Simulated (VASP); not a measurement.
Write the native input for VASP 6.6.1 that does the following.

```
Task                   : single point
Functional             : PBE
Potentials or basis    : VASP PAW PBE potentials, release 64 (Al)
Cutoff                 : 500 eV
k mesh                 : 9 × 9 × 6
Occupations            : gaussian, width 0.1 eV
Spin                   : no spin polarisation
Dipole correction      : no
Further INCAR settings : ALGO = Normal; EDIFF = 1e-06; NBANDS = 10
```

The structure of Al lies in POSCAR:

```
Al
1.0
    2.7373433613      0.0000000000      0.0000000000
   -1.3686716806      2.3706088898      0.0000000000
    0.0000000000      0.0000000000      4.7368714782
Al
2
Direct
    0.6666666667      0.3333333333      0.7500000000
    0.3333333333      0.6666666667      0.2500000000
```

The input as run:

INCAR

```
SYSTEM = Al
PREC = Accurate
ENCUT = 500
EDIFF = 1E-6
ISMEAR = 0
SIGMA = 0.1
LREAL = .FALSE.
LASPH = .TRUE.
NELM = 120
ALGO = Normal
ISIF = 2
LWAVE = .FALSE.
LCHARG = .FALSE.
GGA = PE
NBANDS = 10
GGA_COMPAT = .FALSE.
```

KPOINTS

```
regular mesh
0
G
  9 9 6
  0 0 0
```

Potentials or basis: VASP PAW PBE potentials, release 64 (Al).

Run with:

```bash
$ cat potpaw_PBE.64/Al/POTCAR > POTCAR
$ mpirun -np 1 vasp_std > vasp.out
```

It gave:

```json
{
  "Pressure": "7.5 GPa",
  "Band gap on the k mesh": "zero (band 3 reaches 12.21 eV, above the bottom of band 4 at 5.83 eV)"
}
```

Wall time 12 s on 1 thread of Intel Xeon 8259CL, on a shared host, peak memory 0.14 GiB.
